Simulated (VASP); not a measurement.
## Hf: single point with PBEsol

Hf:

```xyz
2
Lattice="3.1967 0.0000 0.0000 -1.5983 2.6992 0.0000 0.0000 0.0000 5.0578" Properties=species:S:1:pos:R:3 pbc="T T T"
Hf    0.0000    1.7995    1.2645
Hf    1.5983    0.8997    3.7934
```

This cell differs from its parent crystal: strain -0.0250 x Voigt [0, 1, 0, 0, 0, 0].

```json
{
  "Program": "VASP 6.6.1",
  "Task": "single point",
  "Functional": "PBEsol",
  "Potentials or basis": "VASP PAW PBE potentials, release 64 (Hf_pv)",
  "Cutoff": "520 eV",
  "k mesh": "18 × 18 × 10",
  "Occupations": "gaussian, width 0.15 eV",
  "Spin": "no spin polarisation"
}
```

The pressure is -1.5 GPa, the largest force is 0.064 eV/Å and the band gap on the k mesh is zero (bands 10 and 11 overlap by 1.41 eV).

Forces in eV/Å, atoms in the order of the input:
```
Hf   0.000 -0.064  0.000
Hf   0.000  0.064  0.000
```

Stress tensor (GPa, compression positive):
```
-2.62  0.00  0.00
 0.00  0.81  0.00
 0.00  0.00 -2.69
```

Levels at points of the mesh, in eV from the Fermi level:
```csv
k point,band 7,band 8,band 9,band 10,band 11,band 12,band 13,band 14
"(0.00, 0.00, 0.00)",-7.47,-3.82,0.66,0.97,1.34,1.45,1.80,2.25
"(0.50, 0.00, 0.00)",-3.41,-2.84,-2.32,-0.74,0.77,1.00,1.58,6.08
"(0.00, 0.50, 0.00)",-3.33,-2.84,-2.32,-0.59,0.67,0.87,1.79,6.22
"(0.00, 0.00, 0.50)",-5.48,-5.48,0.08,0.08,0.91,0.91,1.33,1.33
"(0.50, 0.00, 0.50)",-3.51,-3.51,-1.07,-1.07,1.24,1.24,2.84,2.84
"(0.00, 0.50, 0.50)",-3.45,-3.45,-1.05,-1.05,1.41,1.41,2.58,2.58
```

Run time: 3.2 min on 1 thread of Intel(R) Xeon(R) Platinum 8488C (Sapphire Rapids) (shared host), peak memory 0.42 GiB.

Caveat: the cell differs from its parent crystal (strain -0.0250 x Voigt [0, 1, 0, 0, 0, 0]); the PAW data sets were made with another functional, which shifts forces and pressure a little; spin-orbit coupling is left out, which moves the levels of the heavy elements.
